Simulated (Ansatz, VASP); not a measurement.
# Cu: VASP beside Ansatz

```
CELL_PARAMETERS angstrom
2.26118 0.00000 0.00000
0.00000 2.26118 0.00000
0.00000 0.00000 2.26118
ATOMIC_POSITIONS crystal
Cu 0.00000 0.00000 0.00000
```

Alike in both runs: task single point; functional PBEsol; k mesh 15 × 15 × 15; occupations fermi-dirac, width 0.1 eV; no spin polarisation.

|  | VASP | Ansatz |
| --- | --- | --- |
| version | VASP 6.6.1 | Ansatz 0.2.0 |
| potentials or method | VASP PAW PBE potentials, release 64 (Cu), cutoff 520 eV | plane waves (420 eV) with PAW, scalar-relativistic |
| valence electrons in the cell | 11 | 19 |

```csv
,VASP,Ansatz,Ansatz less VASP
pressure (GPa),22.4,21.7,-0.73
```

VASP's potentials were made for PBE, not for PBEsol, and Ansatz warns of the same on its side. VASP's potentials hold 11 valence electrons a cell and Ansatz's 19, so a difference there can come from the potentials and not from the codes.
